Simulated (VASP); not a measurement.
MnHg:

```
Hg Mn
1.0
     3.31500    0.00000    0.00000
     0.00000    3.31500    0.00000
     0.00000    0.00000    3.31500
Hg Mn
1 1
Direct
  0.00000 0.00000 0.00000
  0.50000 0.50000 0.50000
```

Base run:

- Program: VASP 6.6.1
- Functional: PBE
- Potentials or basis: VASP PAW PBE potentials, release 64 (Hg, Mn_pv)
- Cutoff: 520 eV
- k mesh: 8 × 8 × 8
- Occupations: fermi-dirac, width 0.05 eV
- Spin: no spin polarisation

Its results: pressure -14.4 GPa.

**Question.** The run is repeated on the same cell with these changes: spin from no spin polarisation to collinear spin, ferromagnetic start; further incar settings from ALGO = Normal; EDIFF = 1e-06; NBANDS = 20 to ALGO = Fast; EDIFF = 1e-06; NBANDS = 24. What comes out?

**Answer.** Pressure 1.0 GPa; net moment 3.91 μB per cell; site moments Hg -0.06; Mn +3.83 μB.

Caveats: the cell stands under tension (at least some runs).
